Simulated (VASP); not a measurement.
Crystal: V.

```
V
1.0
     2.61052    0.00000    0.00000
    -1.30526    2.26078    0.00000
     0.00000    0.00000    7.03310
V
3
Direct
  0.00000 0.00000 0.00000
  0.33333 0.66667 0.33333
  0.66667 0.33333 0.66667
```

```yaml
Program: VASP 6.6.1
Task: relaxation of cell and atoms
Functional: PBE
Potentials_or_basis: VASP PAW PBE potentials, release 64 (V_sv)
Cutoff: 600 eV
k_mesh: 18 × 18 × 7
Occupations: gaussian, width 0.1 eV
Spin: no spin polarisation
```

At the start: pressure 0.7 GPa; volume 13.84 Å³/atom.

Q: Where does the relaxation end?

A: Over 11 steps the energy falls by 3.5 meV/atom and the volume is 13.89 Å³/atom (+0.4 %); space group R-3m (No. 166, to 0.05 Å).

The path:
| step | energy change (eV) | largest force (eV/Å) | pressure (GPa) | volume (Å³) |
| --- | --- | --- | --- | --- |
| 1 | 0.0000 | 0.0000 | 0.70 | 41.51 |
| 2 | -0.0047 | 0.0000 | -0.87 | 41.87 |
| 3 | -0.0051 | 0.0000 | -1.52 | 42.04 |
| 4 | -0.0081 | 0.0000 | -0.81 | 41.91 |
| 5 | -0.0095 | 0.0000 | -0.38 | 41.80 |
| 6 | -0.0103 | 0.0000 | 0.45 | 41.59 |
| 7 | -0.0103 | 0.0000 | 0.21 | 41.64 |
| 8 | -0.0103 | 0.0000 | 0.34 | 41.63 |
| 9 | -0.0104 | 0.0000 | -0.14 | 41.73 |
| 10 | -0.0104 | 0.0000 | -0.12 | 41.69 |
| 11 | -0.0104 | 0.0000 | 0.06 | 41.68 |

Final structure:
```
CELL_PARAMETERS angstrom
2.65291 0.00000 0.00000
-1.32646 2.29749 0.00000
0.00000 0.00000 6.83776
ATOMIC_POSITIONS crystal
V 0.00000 0.00000 0.00000
V 0.33333 0.66667 0.33333
V 0.66667 0.33333 0.66667
```
